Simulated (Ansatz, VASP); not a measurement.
# MoF: VASP beside Ansatz

Contents of INCAR:

```
SYSTEM = MoF
PREC = Accurate ; ENCUT = 520
EDIFF = 1E-7 ; ISMEAR = 0
SIGMA = 0.1 ; LREAL = .FALSE.
LASPH = .TRUE. ; NELM = 150
ALGO = Normal ; ISIF = 2
LWAVE = .FALSE. ; LCHARG = .FALSE.
ISPIN = 2 ; MAGMOM = 1 0
LORBIT = 11 ; LMAXMIX = 4
GGA = PE ; NBANDS = 22
```

KPOINTS

```
Automatic mesh
0
G
  6 6 6
  0 0 0
```

The input POSCAR:

```
MoF
1.0
    0.0000000000      2.3431886336      2.3431886336
    2.3431886336      0.0000000000      2.3431886336
    2.3431886336      2.3431886336      0.0000000000
Mo F
1 1
Direct
    0.0000000000      0.0000000000      0.0000000000
    0.5000000000      0.5000000000      0.5000000000
```

Input for Ansatz:

```yaml
crystal:
  lattice:
    - [0.0, 2.3431886336, 2.3431886336]
    - [2.3431886336, 0.0, 2.3431886336]
    - [2.3431886336, 2.3431886336, 0.0]
  atoms:
    - { symbol: Mo, position: [0.0, 0.0, 0.0], spin: 1.0 }
    - { symbol: F, position: [0.5, 0.5, 0.5] }
basis:
  ecutwfc: 420
kpoints:
  mp_grid: { grid: [6, 6, 6] }
hamiltonian:
  xc: pbe
scf:
  occupations: { method: gaussian, width: 0.1 }
  lower_state_search: "off"
output:
  forces: true
  stress: true
  eigenvalues: true
  populations: true
magnetization:
  spin_polarized: true
```

Alike in both runs: task single point; functional PBE; k mesh 6 × 6 × 6; occupations gaussian, width 0.1 eV; collinear spin.

```csv
,VASP,Ansatz
version,VASP 6.6.1,Ansatz 0.2.0
potentials or method,"VASP PAW PBE potentials, release 64 (Mo_sv, F), cutoff 520 eV","scalar-relativistic, plane waves, PAW"
valence electrons in the cell,21,21
```

|  | VASP | Ansatz | Ansatz less VASP |
| --- | --- | --- | --- |
| gap on the k mesh at the Fermi level (eV) | none | none | - |
| pressure (GPa) | 8.4 | 8.3 | -0.10 |
| net moment per atom (μB) | 0.93 | 0.93 | +0.002 |
| size of the moment on the site where the two differ most (μB) | 1.59 | 1.23 | -0.357 |

Site moments also hang on the region over which each program counts them. A gap of «none» marks a metal or a gap that the smearing closes.

The k mesh is coarse, so the values compare programs but aren't converged.
